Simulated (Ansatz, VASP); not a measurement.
## One calculation of Si4F, two programs

File INCAR:

```
SYSTEM = Si4F
  ALGO = Normal
  DIPOL = 0.5 0.5 0.421
  EDIFF = 1E-6
  ENCUT = 520
  GGA = PE
  IDIPOL = 3
  ISIF = 2
  ISMEAR = 0
  IVDW = 12
  LASPH = .TRUE.
  LCHARG = .FALSE.
  LDIPOL = .TRUE.
  LREAL = Auto
  LWAVE = .FALSE.
  NBANDS = 62
  NELM = 60
  PREC = Accurate
  SIGMA = 0.05
```

KPOINTS

```
k-points
0
G
  3 3 1
  0 0 0
```

File POSCAR:

```
Si4F
1.0
    7.6671877233      0.0000000000      0.0000000000
   -3.8335938617      6.6399793440      0.0000000000
    0.0000000000      0.0000000000     25.8606453509
Si F
16 4
Direct
    0.6666666667      0.3333333333      0.3721678198
    0.6666666667      0.8333333333      0.3721678198
    0.1666666667      0.3333333333      0.3721678198
    0.1666666667      0.8333333333      0.3721678198
    0.5000000000      0.5000000000      0.4024272763
    0.5000000000      0.0000000000      0.4024272763
    0.0000000000      0.5000000000      0.4024272763
    0.0000000000      0.0000000000      0.4024272763
   -0.0114709531      0.5114183882      0.4915348100
   -0.0113938354     -0.0224904593      0.4915238483
    0.5225402101      0.5116341936      0.4915267519
    0.4997610479      0.0002860712      0.4985649700
    0.8332194536      0.6668124813      0.5387465491
    0.8500807305      0.1751705806      0.5228172648
    0.3247477223      0.6499693005      0.5228404167
    0.3247488853      0.1754341308      0.5228265536
    0.6618770393      0.3253296128      0.3096079534
    0.6633910337      0.8378605408      0.3096021923
    0.1666215417      0.3315112750      0.3095303037
    0.1745569770      0.8387185909      0.3096078291
```

Input for Ansatz:

```yaml
crystal:
  lattice:
    - [7.6671877233, 0.0, 0.0]
    - [-3.8335938617, 6.639979344, 0.0]
    - [0.0, 0.0, 25.8606453509]
  atoms:
    - { symbol: Si, position: [0.6666666667, 0.3333333333, 0.3721678198] }
    - { symbol: Si, position: [0.6666666667, 0.8333333333, 0.3721678198] }
    - { symbol: Si, position: [0.1666666667, 0.3333333333, 0.3721678198] }
    - { symbol: Si, position: [0.1666666667, 0.8333333333, 0.3721678198] }
    - { symbol: Si, position: [0.5, 0.5, 0.4024272763] }
    - { symbol: Si, position: [0.5, 0.0, 0.4024272763] }
    - { symbol: Si, position: [0.0, 0.5, 0.4024272763] }
    - { symbol: Si, position: [0.0, 0.0, 0.4024272763] }
    - { symbol: Si, position: [-0.0114709531, 0.5114183882, 0.49153481] }
    - { symbol: Si, position: [-0.0113938354, -0.0224904593, 0.4915238483] }
    - { symbol: Si, position: [0.5225402101, 0.5116341936, 0.4915267519] }
    - { symbol: Si, position: [0.4997610479, 0.0002860712, 0.49856497] }
    - { symbol: Si, position: [0.8332194536, 0.6668124813, 0.5387465491] }
    - { symbol: Si, position: [0.8500807305, 0.1751705806, 0.5228172648] }
    - { symbol: Si, position: [0.3247477223, 0.6499693005, 0.5228404167] }
    - { symbol: Si, position: [0.3247488853, 0.1754341308, 0.5228265536] }
    - { symbol: F, position: [0.6618770393, 0.3253296128, 0.3096079534] }
    - { symbol: F, position: [0.6633910337, 0.8378605408, 0.3096021923] }
    - { symbol: F, position: [0.1666215417, 0.331511275, 0.3095303037] }
    - { symbol: F, position: [0.174556977, 0.8387185909, 0.3096078291] }
basis:
  ecutwfc: 420
kpoints:
  mp_grid: { grid: [3, 3, 1] }
hamiltonian:
  xc: pbe
  dispersion: d3bj
scf:
  occupations: { method: gaussian, width: 0.05 }
output:
  forces: true
  eigenvalues: true
  write_density: true
  volumetric_format: npy
efield:
  axis: 3
  dipole_correction: true
  ramp_width: 0.04
```

Alike in both runs: task single point; functional PBE; dispersion D3(BJ); k mesh 3 × 3 × 1; occupations gaussian, width 0.05 eV; no spin polarisation.

|  | VASP | Ansatz |
| --- | --- | --- |
| version | VASP 6.6.1 | Ansatz 0.2.0 |
| potentials or method | VASP PAW PBE potentials, release 64 (Si, F), cutoff 520 eV | scalar-relativistic, plane waves, PAW |
| valence electrons in the cell | 92 | 92 |

|  | VASP | Ansatz | Ansatz less VASP |
| --- | --- | --- | --- |
| gap on the k mesh at the Fermi level (eV) | none | none | - |
| rms of the force components (eV/Å) | 0.331 | 0.319 | -0.0120 |

Atom by atom the forces differ by 0.078 eV/Å (rms over components). A gap of «none» marks a metal or a gap that the smearing closes.
